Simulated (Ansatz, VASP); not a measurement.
**Two plane-wave programs on Sc**

```
Sc
1.0
     3.35254    0.00000    0.00000
    -1.67627    2.90339    0.00000
     0.00000    0.00000    5.34269
Sc
2
Direct
  0.66667 0.33333 0.75000
  0.33333 0.66667 0.25000
```

Alike in both runs: task single point; functional r2SCAN; k mesh 9 × 9 × 5; occupations fermi-dirac, width 0.05 eV; no spin polarisation.

```csv
,VASP,Ansatz
version,VASP 6.6.1,Ansatz 0.2.0
potentials or method,"VASP PAW PBE potentials, release 64 (Sc_sv)",Ansatz PAW
plane-wave cutoff (eV),520,500
valence electrons in the cell,22,22
```

|  | VASP | Ansatz | Ansatz less VASP |
| --- | --- | --- | --- |
| gap on the k mesh at the Fermi level (eV) | none | none | - |
| pressure (GPa) | -1.9 | -2.1 | -0.17 |
| traceless stress, the component that is largest in VASP (GPa) | -0.88 | -0.88 | -0.001 |

VASP's potentials were made for PBE, not for r2SCAN. A gap of «none» marks a metal or a gap that the smearing closes.
